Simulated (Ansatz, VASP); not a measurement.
Two plane-wave programs on Al5Ni

```
CELL_PARAMETERS angstrom
1.94962 -5.90459 0.00000
1.94962 5.90459 0.00000
0.00000 0.00000 3.90479
ATOMIC_POSITIONS crystal
Al 0.83961 0.16039 0.00000
Al 0.16039 0.83961 0.00000
Al 0.34226 0.65774 0.50000
Al 0.50000 0.50000 0.00000
Al 0.65774 0.34226 0.50000
Ni 0.00000 0.00000 0.50000
```

Alike in both runs: functional PBE; k mesh 10 × 10 × 10; occupations gaussian, width 0.1 eV; no spin polarisation.

Ansatz relaxed the structure, and its values are those at the end. VASP's run is a single point on that final structure, the one shown.

```csv
,VASP,Ansatz
version,VASP 6.6.1,Ansatz 0.2.0
potentials or method,"VASP PAW PBE potentials, release 64 (Al, Ni), cutoff 520 eV","scalar-relativistic, plane waves, PAW"
valence electrons in the cell,25,33
```

```csv
,VASP,Ansatz,Ansatz less VASP
gap on the k mesh at the Fermi level (eV),none,none,-
pressure (GPa),0.0,0.0,-0.05
```

A gap of «none» marks a metal or a gap that the smearing closes. The functional is the same, so the differences come from potentials, cutoffs and numerics. VASP's potentials hold 25 valence electrons a cell and Ansatz's 33, so a difference there can come from the potentials and not from the codes.
